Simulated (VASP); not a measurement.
# Rb3Sr (Pm-3m) in VASP: single point with PBE

Aim: the single point of Rb3Sr with PBE.

All numbers are computed with VASP 6.6.1; they aren't measurements. Logs are shortened: lines on timing, memory, paths and dates and some standing lists are left out, and cuts for length are marked.

**1. The cell of the first run**

Symmetry: Pm-3m, No. 221, cubic system. Conventional cell: a = 7.160 Å, b = 7.160 Å, c = 7.160 Å, α = 90.00°, β = 90.00°, γ = 90.00°.

**2. Single point, PBE (strained)**

Contents of INCAR:

```
ALGO     = Fast           # electronic algorithm
EDIFF    = 1E-7           # SCF threshold, eV
ENCUT    = 520            # plane-wave cutoff, eV
GGA      = PE             # functional
ISIF     = 2              # what is computed and relaxed
ISMEAR   = 0              # smearing method
LASPH    = True           # aspherical terms in the spheres
LCHARG   = False          # write CHGCAR
LREAL    = False          # projectors in reciprocal space
LWAVE    = False          # write WAVECAR
NBANDS   = 26             # bands
NELM     = 100            # most SCF steps
PREC     = Accurate       # precision mode
SIGMA    = 0.1            # smearing width, eV
```

Contents of KPOINTS:

```
k-points
0
Gamma
  6 6 6
```

Contents of POSCAR:

```
Rb3Sr
1.0
    7.1596903702      0.0000000000      0.0000000000
    0.0000000000      7.1596903702      0.0000000000
    0.0000000000      0.0000000000      7.1596903702
Rb Sr
3 1
Direct
    0.5000000000      0.0000000000      0.0000000000
    0.0000000000      0.5000000000      0.0000000000
    0.0000000000      0.0000000000      0.5000000000
    0.5000000000      0.5000000000      0.5000000000
```

Potentials or basis: VASP PAW PBE potentials, release 64 (Rb_sv, Sr_sv).

Command:

```bash
> cat potpaw_PBE.64/Rb_sv/POTCAR potpaw_PBE.64/Sr_sv/POTCAR > POTCAR
> mpirun -np 1 vasp_std > vasp.out
```

OUTCAR:

```text
EDIFF = 1E-7
   ENCUT = 520
   GGA = PE
   ISIF = 2
   ISMEAR = 0
   LASPH = True
   LREAL = False
   NELM = 100
   PREC = Accurate

 ion  position               nearest neighbor table
   1  0.500  0.000  0.000-   2 5.06   3 5.06   4 5.06   3 5.06   4 5.06   2 5.06   4 5.06   4 5.06
                             2 5.06   3 5.06   3 5.06   2 5.06
   2  0.000  0.500  0.000-   1 5.06   3 5.06   4 5.06   3 5.06   4 5.06   1 5.06   3 5.06   3 5.06
                             1 5.06   4 5.06   4 5.06   1 5.06
   3  0.000  0.000  0.500-   1 5.06   2 5.06   4 5.06   1 5.06   2 5.06   2 5.06   4 5.06   2 5.06
                             1 5.06   4 5.06   1 5.06   4 5.06
   4  0.500  0.500  0.500-   1 5.06   2 5.06   3 5.06   1 5.06   2 5.06   1 5.06   3 5.06   1 5.06
                             2 5.06   3 5.06   2 5.06   3 5.06

  LATTYP: Found a simple cubic cell.
 ALAT       =     7.1596903702

  Lattice vectors:

 A1 = (   7.1596903702,   0.0000000000,   0.0000000000)
 A2 = (   0.0000000000,   7.1596903702,   0.0000000000)
 A3 = (   0.0000000000,   0.0000000000,   7.1596903702)

Analysis of symmetry for initial positions (statically):
=====================================================================
 Subroutine PRICEL returns:
 Original cell was already a primitive cell.

 Routine SETGRP: Setting up the symmetry group for a
 simple cubic supercell.

 Subroutine GETGRP returns: Found 48 space group operations
 (whereof 48 operations were pure point group operations)
 out of a pool of 48 trial point group operations.

The static configuration has the point symmetry O_h .

Analysis of symmetry for dynamics (positions and initial velocities):
=====================================================================
 Subroutine PRICEL returns:
 Original cell was already a primitive cell.

 Routine SETGRP: Setting up the symmetry group for a
 simple cubic supercell.

 Subroutine GETGRP returns: Found 48 space group operations
 (whereof 48 operations were pure point group operations)
 out of a pool of 48 trial point group operations.

The dynamic configuration has the point symmetry O_h .

 Subroutine INISYM returns: Found 48 space group operations
 (whereof 48 operations are pure point group operations),
 and found     1 'primitive' translations

----------------------------------------------------------------------------------------

                                     Primitive cell

  volume of cell :     367.0141
[... 88 lines left out ...]
   EDIFF  = 0.1E-06   stopping-criterion for ELM
   LREAL  =      F    real-space projection
   EDIFFG = 0.1E-05   stopping-criterion for IOM
   NSW    =      0    number of steps for IOM
   IBRION =     -1    ionic relax: 0-MD 1-quasi-New 2-CG
   NFREE  =      0    steps in history (QN), initial steepest desc. (CG)
   ISIF   =      2    stress and relaxation
   ISYM   =      2    0-nonsym 1-usesym 2-fastsym
   POTIM  = 0.5000    time-step for ionic-motion
   TEBEG  =    0.0;   TEEND  =   0.0 temperature during run
   PSTRESS=    0.0 pullay stress
   NELECT =      37.0000    total number of electrons
   NUPDOWN=      -1.0000    fix difference up-down
   EMIN   =  10.00;   EMAX   =-10.00  energy-range for DOS
   EFERMI =   0.00;   METHOD = LEGACY
   ISMEAR =     0;   SIGMA  =   0.10  broadening in eV -4-tet -1-fermi 0-gaus
   EFERMI_NEDOS =   21; number of points for ismear=-14 and -15
   IALGO  =     68    algorithm
   IMIX   =      4    mixing-type and parameters
     AMIX     =   0.40;   BMIX     =  1.00
     AMIX_MAG =   1.60;   BMIX_MAG =  1.00
  volume/ion in A,a.u.               =      91.75       619.18
  Fermi-wavevector in a.u.,A,eV,Ry     =   0.761929  1.439837  7.898669  0.580536
  Thomas-Fermi vector in A             =   1.861278
   LORBIT       =      0    0 simple, 1 ext, 2 COOP (PROOUT), +10 PAW based schemes
   GGA     = PE    functional components
   LHFCALC =     F    Hartree Fock is set to
   AEXX    =    0.0000 exact exchange contribution
   IVDW    =     0    specifies the selected vdW correction
   LEPSILON=     F    determine dielectric tensor
   LRPA    =     F    only Hartree local field effects (RPA)
 non-spin polarized calculation
 RMM-DIIS sequential band-by-band and
 Gauss-broadening in eV      SIGMA  =   0.10
  energy-cutoff  :      520.00
  volume of cell :      367.01
 maximum number of plane-waves:      9952
 NGX is ok and might be reduce to    54
   NGX = 27   NGY = 27   NGZ = 27

 number of electron      37.0000001 magnetization

 Free energy of the ion-electron system (eV)
  ---------------------------------------------------
  ext. energy  EPLUGINS =         0.00000000
  ---------------------------------------------------
  free energy    TOTEN  =        -3.87934559 eV

  energy without entropy =       -3.85682421  energy(sigma->0) =       -3.86808490

 E-fermi :  -0.0222     XC(G=0):  -5.5762

 val. band max:       -0.0286847862   @ k =   0.1667   0.1667   0.1667
 cond. band min:       0.0050016362   @ k =   0.5000   0.5000   0.5000
 fundamental gap:      0.0336864224
 Fermi energy:        -0.0221659650

 k-point     1 :       0.0000    0.0000    0.0000
  band No.  band energies     occupation
      1     -37.9370      2.00000
      2     -28.7424      2.00000
      3     -28.7388      2.00000
      4     -28.7388      2.00000
      5     -19.8611      2.00000
      6     -19.8611      2.00000
[... 569 lines left out ...]
     25       1.7298      0.00000
     26       1.7298      0.00000

------------------------ aborting loop because EDIFF is reached ----------------------------------------

  FORCE on cell =-STRESS in cart. coord.  units (eV):
  Direction    XX          YY          ZZ          XY          YZ          ZX
  --------------------------------------------------------------------------------------
  -------------------------------------------------------------------------------------
  Total       -0.9523023     -0.9523023     -0.9523023      0.0000000      0.0000000      0.0000000
  in kB       -4.1572169     -4.1572169     -4.1572169      0.0000000      0.0000000      0.0000000
  external PRESSURE =      -4.1572169 kB  Pullay stress =       0.0000000 kB

 VOLUME and BASIS-vectors are now :
 -----------------------------------------------------------------------------
  energy-cutoff  :      520.00
  volume of cell :      367.01
      direct lattice vectors                 reciprocal lattice vectors
     7.159690370  0.000000000  0.000000000     0.139670844  0.000000000  0.000000000
     0.000000000  7.159690370  0.000000000     0.000000000  0.139670844  0.000000000
     0.000000000  0.000000000  7.159690370     0.000000000  0.000000000  0.139670844

 POSITION                                       TOTAL-FORCE (eV/Angst)
 -----------------------------------------------------------------------------------
      3.57985      0.00000      0.00000         0.000000      0.000000      0.000000
      0.00000      3.57985      0.00000         0.000000      0.000000      0.000000
      0.00000      0.00000      3.57985         0.000000      0.000000      0.000000
      3.57985      3.57985      3.57985         0.000000      0.000000      0.000000
 -----------------------------------------------------------------------------------
    total drift:                                0.000000     -0.000000      0.000000

  FREE ENERGIE OF THE ION-ELECTRON SYSTEM (eV)
  ---------------------------------------------------
  free  energy   TOTEN  =        -3.8793455863 eV

  energy  without entropy=       -3.8568242142  energy(sigma->0) =       -3.86808490
```

OSZICAR:

```text
N       E                     dE             d eps       ncg     rms          rms(c)
DAV:   1     0.271782961610E+03    0.27178E+03   -0.14449E+04  1064   0.108E+03
DAV:   2     0.291869122615E+02   -0.24260E+03   -0.23817E+03  1406   0.244E+02
DAV:   3    -0.259048633736E+01   -0.31777E+02   -0.31599E+02  1632   0.753E+01
DAV:   4    -0.380463177873E+01   -0.12141E+01   -0.12095E+01  1314   0.163E+01
[... 30 lines left out ...]
RMM:  35    -0.387934519143E+01   -0.14194E-06   -0.15131E-06   747   0.194E-03    0.187E-03
RMM:  36    -0.387934531420E+01   -0.12278E-06   -0.13172E-06   721   0.183E-03    0.198E-03
RMM:  37    -0.387934541123E+01   -0.97029E-07   -0.11759E-06   725   0.177E-03    0.219E-03
RMM:  38    -0.387934550098E+01   -0.89743E-07   -0.10187E-06   720   0.168E-03    0.230E-03
RMM:  39    -0.387934558634E+01   -0.85362E-07   -0.89415E-07   716   0.160E-03
   1 F= -.38793456E+01 E0= -.38680849E+01  d E =-.225214E-01
```

It took 14 min on 1 thread of AMD EPYC 7R43 (Zen 3), shared host; peak memory 0.47 GiB.

Results:

```
Free energy            : -3.8793 eV
Pressure               : -0.4 GPa
Band gap on the k mesh : zero (an odd number of electrons rules out a gap without spin polarisation)
```

Caveat: the cell differs from its parent crystal (strained).

The gap in the log of VASP goes by the Fermi energy; the results here count the filled bands.